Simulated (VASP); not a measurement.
Input of a VASP 6.6.1 run:

Contents of INCAR:

```
SYSTEM = Mg3SiO3
PREC     = Accurate       ! precision mode
ENCUT    = 520            ! plane-wave cutoff, eV
EDIFF    = 1E-7           ! SCF threshold, eV
ISMEAR   = 0              ! smearing method
SIGMA    = 0.05           ! smearing width, eV
LREAL    = .False.        ! projectors in reciprocal space
LASPH    = .True.         ! aspherical terms in the spheres
NELM     = 150            ! most SCF steps
ALGO     = Normal         ! electronic algorithm
ISIF     = 2              ! what is computed and relaxed
LWAVE    = .False.        ! write WAVECAR
LCHARG   = .False.        ! write CHGCAR
ISPIN    = 2              ! spin polarisation
MAGMOM   = 0 0 0 0 0 0 2  ! initial moments
LORBIT   = 11             ! projections on sites
LDIPOL   = .True.       
IDIPOL   = 3            
DIPOL    = 0.5 0.5 0.349
GGA      = PE             ! functional
NBANDS   = 27             ! bands
```

File KPOINTS:

```
Automatic mesh
0
Gamma
  9 9 1
  0 0 0
```

File POSCAR:

```
Mg3SiO3
1.0
    3.0085896295      0.0000000000      0.0000000000
    0.0000000000      3.0085896295      0.0000000000
    0.0000000000      0.0000000000     19.7799623107
Mg O Si
3 3 1
Direct
    0.5000000000      0.5000000000      0.2022248545
    0.0000000000      0.0000000000      0.3100331116
    0.5000000000      0.5000000000      0.4161289118
    0.0000000000      0.0000000000      0.2022248545
    0.5000000000      0.5000000000      0.3095409235
    0.0000000000      0.0000000000      0.4186035434
    0.2500000000      0.5000000000      0.5875403897
```

Potentials or basis: VASP PAW PBE potentials, release 64 (Mg, O, Si).

Run with:

```console
$ cat potpaw_PBE.64/Mg/POTCAR potpaw_PBE.64/O/POTCAR potpaw_PBE.64/Si/POTCAR > POTCAR
$ mpirun -np 1 vasp_std > vasp.out
```

(1) Estimate the net moment.

(2) What does it give for the site moments?

Answers

(1) 0.08 μB per cell.

(2) Mg -0.00, +0.00 (each value once); O -0.00, +0.00, +0.01; Si +0.02 μB.
